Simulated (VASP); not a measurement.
A run of VASP 6.6.1 is set up as follows.

INCAR

```
PREC = Accurate ; ENCUT = 520
EDIFF = 1E-6 ; ISMEAR = -1
SIGMA = 0.05 ; LREAL = F
LASPH = T ; NELM = 200
ALGO = Normal ; ISIF = 2
LWAVE = F ; LCHARG = F
ISPIN = 2 ; MAGMOM = 0.125 0.125 0.125 0.125 0.125 0.125 0.125 0.125 0.125 0.125 0.125 0.125 0.125 0.125 0.125 0.125
LORBIT = 11 ; GGA = PS
NELECT = 64.0 ; NBANDS = 50
GGA_COMPAT = F
```

File KPOINTS:

```
Automatic mesh
0
Gamma
  3 3 3
```

Contents of POSCAR:

```
Al7P8C
1.0
   10.9400000000      0.0000000000      0.0000000000
    0.0000000000      5.4700000000      0.0000000000
    0.0000000000      0.0000000000      5.4700000000
Al P C
7 8 1
Direct
    0.0016700000      0.0152600000      0.0080130000
    0.4968720000      0.9618000000      0.9994900000
    0.2457640000      0.4976390000      0.9793480000
    0.7420630000      0.5133840000      0.9673940000
    0.2427570000      0.0081210000      0.4823180000
    0.7542110000      0.0029470000      0.4967690000
    0.0002710000      0.5042660000      0.4832370000
    0.1116020000      0.2561240000      0.2386460000
    0.6306160000      0.2449430000      0.2585190000
    0.3861790000      0.7361260000      0.2519710000
    0.8688210000      0.7358420000      0.2601830000
    0.3714900000      0.2446850000      0.7845560000
    0.8677820000      0.2746660000      0.7572930000
    0.1181380000      0.7468860000      0.7466910000
    0.6346290000      0.7435830000      0.7240990000
    0.4955570000      0.5052070000      0.4967080000
```

Potentials or basis: VASP PAW PBE potentials, release 64 (Al, P, C).

Run with:

```sh
$ cat potpaw_PBE.64/Al/POTCAR potpaw_PBE.64/P/POTCAR potpaw_PBE.64/C/POTCAR > POTCAR
$ mpirun -np 1 vasp_std > vasp.out
```

Q: Estimate the largest force.

A: 3.910 eV/Å.

Q: Estimate the net moment.

A: 0.00 μB per cell.

Forces on the atoms (eV/Å):
```
Al  -1.969 -1.464 -1.117
Al   1.921  1.410 -0.566
Al  -0.432  0.780  1.384
Al   0.430 -0.770  2.708
Al   0.593 -0.230  0.684
Al   0.685  0.535  0.255
Al  -0.708 -0.085  1.164
P    2.286  0.412  0.448
P   -2.126  1.383 -0.446
P   -0.804 -1.956  2.258
P    0.007  1.057 -1.601
P    1.073 -0.267 -2.834
P    1.357 -1.710 -0.678
P    0.487  0.866 -0.165
P   -3.700  0.081 -1.260
C    0.898 -0.042 -0.235
```

Caveat: the cell carries a net charge on a neutralising background, which shifts energy and pressure; the PAW data sets were made with another functional, which shifts forces and pressure a little.
